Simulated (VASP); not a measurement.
# C (I4_1/amd) in VASP: further runs

The runs below take C through single point, with PBE.

Program: VASP 6.6.1. These are calculated values, not measurements. Logs are shortened: lines on timing, memory, paths and dates and some standing lists are left out, and cuts for length are marked.

### Step 1. The cell of the first run

Symmetry: I4_1/amd, No. 141, tetragonal system. Conventional cell: a = 2.568 Å, b = 2.568 Å, c = 3.545 Å, α = 90.00°, β = 90.00°, γ = 90.00°. Within 2.1 Å of C (site symmetry -4m2) lie 4 C at 1.56 Å.

### Step 2. Single point, PBE (epitaxial xy strain +2.0%)

Contents of INCAR:

```
PREC     = Accurate       # precision mode
ENCUT    = 520            # plane-wave cutoff, eV
EDIFF    = 1E-7           # SCF threshold, eV
ISMEAR   = 0              # smearing method
SIGMA    = 0.01           # smearing width, eV
LREAL    = F              # projectors in reciprocal space
LASPH    = T              # aspherical terms in the spheres
NELM     = 100            # most SCF steps
ALGO     = Normal         # electronic algorithm
ISIF     = 2              # what is computed and relaxed
LWAVE    = F              # write WAVECAR
LCHARG   = F              # write CHGCAR
GGA      = PE             # functional
NBANDS   = 11             # bands
```

Contents of KPOINTS:

```
Automatic mesh
0
Gamma
  6 6 6
```

Contents of POSCAR:

```
C
1.0
    0.0000000000      1.8157266254      1.7726397714
    1.8157266254      0.0000000000      1.7726397714
    1.8157266254      1.8157266254      0.0000000000
C
2
Direct
    0.0000000000      0.0000000000      0.0000000000
    0.2500000000      0.2500000000      0.2500000000
```

Potentials or basis: VASP PAW PBE potentials, release 64 (C).

Command:

```console
$ cat potpaw_PBE.64/C/POTCAR > POTCAR
$ mpirun -np 1 vasp_std > vasp.out
```

OUTCAR:

```text
PREC = Accurate
   ENCUT = 520
   EDIFF = 1E-7
   ISMEAR = 0
   LREAL = F
   LASPH = T
   NELM = 100
   ISIF = 2
   GGA = PE

 ion  position               nearest neighbor table
   1  0.000  0.000  0.000-   2 1.56   2 1.56   2 1.56   2 1.56
   2  0.250  0.250  0.250-   1 1.56   1 1.56   1 1.56   1 1.56

  LATTYP: Found a body centered tetragonal cell.
 ALAT       =     2.5678252192
 C/A-ratio  =     1.3806545384

  Lattice vectors:

 A1 = (   0.0000000000,  -1.8157266254,  -1.7726397714)
 A2 = (   0.0000000000,   1.8157266254,  -1.7726397714)
 A3 = (   1.8157266254,   0.0000000000,   1.7726397714)

Analysis of symmetry for initial positions (statically):
=====================================================================
 Subroutine PRICEL returns:
 Original cell was already a primitive cell.

 Routine SETGRP: Setting up the symmetry group for a
 body centered tetragonal supercell.

 Subroutine GETGRP returns: Found 16 space group operations
 (whereof  8 operations were pure point group operations)
 out of a pool of 16 trial point group operations.

The static configuration has the point symmetry D_2d.
 The point group associated with its full space group is D_4h.

Analysis of symmetry for dynamics (positions and initial velocities):
=====================================================================
 Subroutine PRICEL returns:
 Original cell was already a primitive cell.

 Routine SETGRP: Setting up the symmetry group for a
 body centered tetragonal supercell.

 Subroutine GETGRP returns: Found 16 space group operations
 (whereof  8 operations were pure point group operations)
 out of a pool of 16 trial point group operations.

The dynamic configuration has the point symmetry D_2d.
 The point group associated with its full space group is D_4h.

 Subroutine INISYM returns: Found 16 space group operations
 (whereof  8 operations are pure point group operations),
 and found     1 'primitive' translations

----------------------------------------------------------------------------------------

                                     Primitive cell

  volume of cell :      11.6883

  direct lattice vectors                    reciprocal lattice vectors
     0.000000000  1.815726625  1.772639771    -0.275371850  0.275371850  0.282065205
     1.815726625  0.000000000  1.772639771     0.275371850 -0.275371850  0.282065205
     1.815726625  1.815726625  0.000000000     0.275371850  0.275371850 -0.282065205

  length of vectors
     2.537541120  2.537541120  2.567825219     0.480853503  0.480853503  0.480853503

  position of ions in fractional coordinates (direct lattice)
     0.000000000  0.000000000  0.000000000
     0.250000000  0.250000000  0.250000000

  ion indices of the primitive-cell ions
   primitive index   ion index
                 1           1
                 2           2

----------------------------------------------------------------------------------------

 KPOINTS: Automatic mesh

Automatic generation of k-mesh.
 Grid dimensions read from file:
 generate k-points for:    6    6    6

 Generating k-lattice:

  Cartesian coordinates                     Fractional coordinates (reciprocal lattice)
    -0.045895308  0.045895308  0.047010867     0.166666667 -0.000000000  0.000000000
     0.045895308 -0.045895308  0.047010867    -0.000000000  0.166666667  0.000000000
     0.045895308  0.045895308 -0.047010867     0.000000000  0.000000000  0.166666667

  Length of vectors
     0.080142250  0.080142250  0.080142250

  Shift w.r.t. Gamma in fractional coordinates (k-lattice)
     0.000000000  0.000000000  0.000000000

 Subroutine IBZKPT returns following result:
 ===========================================

 Found     30 irreducible k-points:

 Following reciprocal coordinates:
            Coordinates               Weight
  0.000000  0.000000  0.000000      1.000000
  0.166667  0.000000  0.000000      8.000000
  0.333333  0.000000  0.000000      8.000000
  0.500000  0.000000  0.000000      4.000000
  0.166667  0.166667  0.000000      2.000000
  0.333333  0.166667  0.000000      8.000000
[... 16 lines left out ...]
  0.333333  0.000000  0.333333      4.000000
  0.500000 -0.000000  0.333333     16.000000
 [... further k-points ...]
   k-points           NKPTS =     30   k-points in BZ     NKDIM =     30   number of bands    NBANDS=     11
   number of dos      NEDOS =    301   number of ions     NIONS =      2
   total plane-waves  NPLWV =   8000
   dimension x,y,z NGX =    20 NGY =   20 NGZ =   20
   dimension x,y,z NGXF=    40 NGYF=   40 NGZF=   40
   ions per type =               2
   NGX,Y,Z   is equivalent  to a cutoff of  13.10, 13.10, 12.95 a.u.
   NGXF,Y,Z  is equivalent  to a cutoff of  26.21, 26.21, 25.90 a.u.
 SYSTEM =  unknown system
   PREC   = accura    normal or accurate (medium, high low for compatibility)
   ISTART =      0    job   : 0-new  1-cont  2-samecut
   ICHARG =      2    charge: 1-file 2-atom 10-const
   ISPIN  =      1    spin polarized calculation?
   LNONCOLLINEAR =      F non collinear calculations
   LSORBIT =      F    spin-orbit coupling
   LASPH  =      T    aspherical Exc in radial PAW
   ENCUT  =  520.0 eV  38.22 Ry    6.18 a.u.   4.72  4.72  4.77*2*pi/ulx,y,z
   NELM   =    100;   NELMIN=  2; NELMDL= -5     # of ELM steps
   EDIFF  = 0.1E-06   stopping-criterion for ELM
   LREAL  =      F    real-space projection
   EDIFFG = 0.1E-05   stopping-criterion for IOM
   NSW    =      0    number of steps for IOM
   IBRION =     -1    ionic relax: 0-MD 1-quasi-New 2-CG
   NFREE  =      0    steps in history (QN), initial steepest desc. (CG)
   ISIF   =      2    stress and relaxation
   ISYM   =      2    0-nonsym 1-usesym 2-fastsym
   POTIM  = 0.5000    time-step for ionic-motion
   TEBEG  =    0.0;   TEEND  =   0.0 temperature during run
   PSTRESS=    0.0 pullay stress
   NELECT =       8.0000    total number of electrons
   NUPDOWN=      -1.0000    fix difference up-down
   EMIN   =  10.00;   EMAX   =-10.00  energy-range for DOS
   EFERMI =   0.00;   METHOD = LEGACY
   ISMEAR =     0;   SIGMA  =   0.01  broadening in eV -4-tet -1-fermi 0-gaus
   EFERMI_NEDOS =   21; number of points for ismear=-14 and -15
   IALGO  =     38    algorithm
   IMIX   =      4    mixing-type and parameters
     AMIX     =   0.40;   BMIX     =  1.00
     AMIX_MAG =   1.60;   BMIX_MAG =  1.00
  volume/ion in A,a.u.               =       5.84        39.44
  Fermi-wavevector in a.u.,A,eV,Ry     =   1.442739  2.726381 28.320459  2.081495
  Thomas-Fermi vector in A             =   2.561225
   LORBIT       =      0    0 simple, 1 ext, 2 COOP (PROOUT), +10 PAW based schemes
   GGA     = PE    functional components
   LHFCALC =     F    Hartree Fock is set to
   AEXX    =    0.0000 exact exchange contribution
   IVDW    =     0    specifies the selected vdW correction
   LEPSILON=     F    determine dielectric tensor
   LRPA    =     F    only Hartree local field effects (RPA)
 non-spin polarized calculation
 Gauss-broadening in eV      SIGMA  =   0.01
  energy-cutoff  :      520.00
  volume of cell :       11.69
 maximum number of plane-waves:       323
   NGX =  9   NGY =  9   NGZ =  9

 number of electron       8.0000000 magnetization

 Free energy of the ion-electron system (eV)
  ---------------------------------------------------
  ext. energy  EPLUGINS =         0.00000000
  ---------------------------------------------------
  free energy    TOTEN  =       -18.15560578 eV

  energy without entropy =      -18.15560578  energy(sigma->0) =      -18.15560578

 E-fermi :   9.7248     XC(G=0): -13.1005

 val. band max:        9.5361982646   @ k =   0.0000   0.0000   0.0000
 cond. band min:      13.0290234276   @ k =   0.3333   0.3333   0.0000
 fundamental gap:      3.4928251630
 Fermi energy:         9.7247894547

 k-point     1 :       0.0000    0.0000    0.0000
  band No.  band energies     occupation
      1     -11.7743      2.00000
      2       9.1910      2.00000
      3       9.1910      2.00000
      4       9.5362      2.00000
      5      14.6226      0.00000
      6      14.9160      0.00000
      7      14.9160      0.00000
      8      21.9496      0.00000
      9      28.2267      0.00000
     10      34.9039      0.00000
     11      36.0375      0.00000

 k-point     2 :       0.1667    0.0000    0.0000
  band No.  band energies     occupation
      1     -11.0228      2.00000
      2       5.6302      2.00000
      3       8.1768      2.00000
      4       8.4566      2.00000
      5      15.9496      0.00000
      6      16.1847      0.00000
      7      16.6036      0.00000
      8      22.6809      0.00000
      9      29.2041      0.00000
     10      31.5532      0.00000
     11      32.1231      0.00000

 k-point     3 :       0.3333    0.0000    0.0000
  band No.  band energies     occupation
      1      -8.8226      2.00000
      2       0.1369      2.00000
      3       6.8686      2.00000
      4       7.2366      2.00000
      5      17.1342      0.00000
      6      17.4031      0.00000
      7      17.8676      0.00000
      8      24.1759      0.00000
      9      29.8153      0.00000
     10      32.1973      0.00000
     11      32.3284      0.00000

 k-point     4 :       0.5000    0.0000    0.0000
  band No.  band energies     occupation
      1      -6.1657      2.00000
      2      -3.7390      2.00000
      3       6.3783      2.00000
      4       6.7880      2.00000
      5      17.3156      0.00000
      6      17.5423      0.00000
      7      18.1640      0.00000
      8      24.7289      0.00000
      9      30.7606      0.00000
     10      32.9144      0.00000
     11      34.7887      0.00000
[... 239 lines left out ...]
 k-point    22 :      -0.3333    0.5000    0.1667
  band No.  band energies     occupation
      1      -2.5731      2.00000
      2      -2.5731      2.00000
      3       1.6080      2.00000
      4       1.6080      2.00000
      5      16.9780      0.00000
      6      16.9780      0.00000
      7      23.4883      0.00000
      8      23.4883      0.00000
      9      30.7221      0.00000
     10      30.7221      0.00000
     11      39.4587      0.00000

 k-point    23 :       0.3333    0.0000    0.3333
  band No.  band energies     occupation
      1      -7.8975      2.00000
      2       2.0606      2.00000
      3       4.2180      2.00000
      4       4.2925      2.00000
      5      13.5761      0.00000
      6      17.0473      0.00000
      7      22.6346      0.00000
      8      23.2970      0.00000
      9      29.8392      0.00000
     10      31.9137      0.00000
     11      40.7718      0.00000

 k-point    24 :       0.5000   -0.0000    0.3333
  band No.  band energies     occupation
      1      -5.3976      2.00000
      2      -0.8356      2.00000
      3       1.8922      2.00000
      4       3.9465      2.00000
      5      14.6797      0.00000
      6      17.7112      0.00000
      7      23.5667      0.00000
      8      24.1913      0.00000
      9      29.9088      0.00000
     10      32.0839      0.00000
     11      38.0315      0.00000

 [... further k-points ...]
[... 5 lines left out ...]
  --------------------------------------------------------------------------------------
  -------------------------------------------------------------------------------------
  Total       -1.2427801     -1.2427801      0.2905786      0.0000000      0.0000000      0.0000000
  in kB     -170.3544410   -170.3544410     39.8311440      0.0000000      0.0000000      0.0000000
  external PRESSURE =    -100.2925793 kB  Pullay stress =       0.0000000 kB

 VOLUME and BASIS-vectors are now :
 -----------------------------------------------------------------------------
  energy-cutoff  :      520.00
  volume of cell :       11.69
      direct lattice vectors                 reciprocal lattice vectors
     0.000000000  1.815726625  1.772639771    -0.275371850  0.275371850  0.282065205
     1.815726625  0.000000000  1.772639771     0.275371850 -0.275371850  0.282065205
     1.815726625  1.815726625  0.000000000     0.275371850  0.275371850 -0.282065205

 POSITION                                       TOTAL-FORCE (eV/Angst)
 -----------------------------------------------------------------------------------
      0.00000      0.00000      0.00000        -0.000000     -0.000000     -0.000000
      0.90786      0.90786      0.88632         0.000000      0.000000      0.000000
 -----------------------------------------------------------------------------------
    total drift:                                0.000000      0.000000      0.000000

  FREE ENERGIE OF THE ION-ELECTRON SYSTEM (eV)
  ---------------------------------------------------
  free  energy   TOTEN  =       -18.1556057847 eV

  energy  without entropy=      -18.1556057847  energy(sigma->0) =      -18.15560578
```

It took 3.8 s on 1 thread of AMD EPYC 7R43 (Zen 3), shared host; peak memory 0.08 GiB.

What came out:

- Free energy: -18.1556 eV
- Pressure: -10.0 GPa
- Band gap on the k mesh: 3.49 eV, indirect (least direct gap 5.09 eV)

Stress tensor (GPa, compression positive):
```
-17.04   0.00   0.00
  0.00 -17.04   0.00
  0.00   0.00   3.98
```

Levels at points of the mesh, in eV from the valence-band top:
```
           k point  band 1  band 2  band 3  band 4  band 5  band 6  band 7  band 8
(0.00, 0.00, 0.00)  -21.31   -0.35   -0.35    0.00    5.09    5.38    5.38   12.41
(0.50, 0.00, 0.00)  -15.70  -13.28   -3.16   -2.75    7.78    8.01    8.63   15.19
(0.50, 0.50, 0.00)  -12.54  -12.54   -6.58   -6.58    4.10    4.10   16.21   16.21
(0.50, 0.00, 0.50)  -12.90  -12.90   -6.23   -6.23    4.65    4.65   16.06   16.06
```

Caveat: the k points lie up to 0.50 Å⁻¹ apart; the cell differs from its parent crystal (epitaxial xy strain +2.0%). A k mesh can miss the band edges.

### Step 3. Single point, PBE (epitaxial xy strain +3.0%)

Contents of INCAR:

```
SYSTEM = C
PREC = Accurate
ENCUT = 520
EDIFF = 1E-6
ISMEAR = 0
SIGMA = 0.01
LREAL = .FALSE.
LASPH = .TRUE.
NELM = 60
ALGO = Normal
ISIF = 2
LWAVE = .FALSE.
LCHARG = .FALSE.
GGA = PE
NBANDS = 11
```

Contents of KPOINTS:

```
regular mesh
0
G
  6 6 6
  0 0 0
```

Contents of POSCAR:

```
C
1.0
    0.0000000000      1.8335278668      1.7689115518
    1.8335278668      0.0000000000      1.7689115518
    1.8335278668      1.8335278668      0.0000000000
C
2
Direct
    0.0000000000      0.0000000000      0.0000000000
    0.2500000000      0.2500000000      0.2500000000
```

Potentials or basis: VASP PAW PBE potentials, release 64 (C).

Command:

```console
$ cat potpaw_PBE.64/C/POTCAR > POTCAR
$ mpirun -np 1 vasp_std > vasp.out
```

It took 3.7 s on 1 thread of AMD EPYC 7R43 (Zen 3), shared host; peak memory 0.08 GiB.

The run converged. Its results:

```
Free energy            : -18.1237 eV
Pressure               : -16.7 GPa
Band gap on the k mesh : 3.18 eV, indirect (least direct gap 4.85 eV)
```

Stress tensor (GPa, compression positive):
```
-26.82   0.00   0.00
  0.00 -26.82   0.00
  0.00   0.00   3.59
```

Levels at points of the mesh, in eV from the valence-band top:
| k point | band 1 | band 2 | band 3 | band 4 | band 5 | band 6 | band 7 | band 8 |
| --- | --- | --- | --- | --- | --- | --- | --- | --- |
| (0.00, 0.00, 0.00) | -21.19 | -0.50 | -0.50 | 0.00 | 4.85 | 5.28 | 5.28 | 11.91 |
| (0.50, 0.00, 0.00) | -15.67 | -13.19 | -3.31 | -2.72 | 7.34 | 7.79 | 8.59 | 14.93 |
| (0.50, 0.50, 0.00) | -12.41 | -12.41 | -6.68 | -6.68 | 3.79 | 3.79 | 15.88 | 15.88 |
| (0.50, 0.00, 0.50) | -12.94 | -12.94 | -6.17 | -6.17 | 4.60 | 4.60 | 15.64 | 15.64 |

Caveat: the k points lie up to 0.50 Å⁻¹ apart; the cell differs from its parent crystal (epitaxial xy strain +3.0%). A k mesh can miss the band edges.
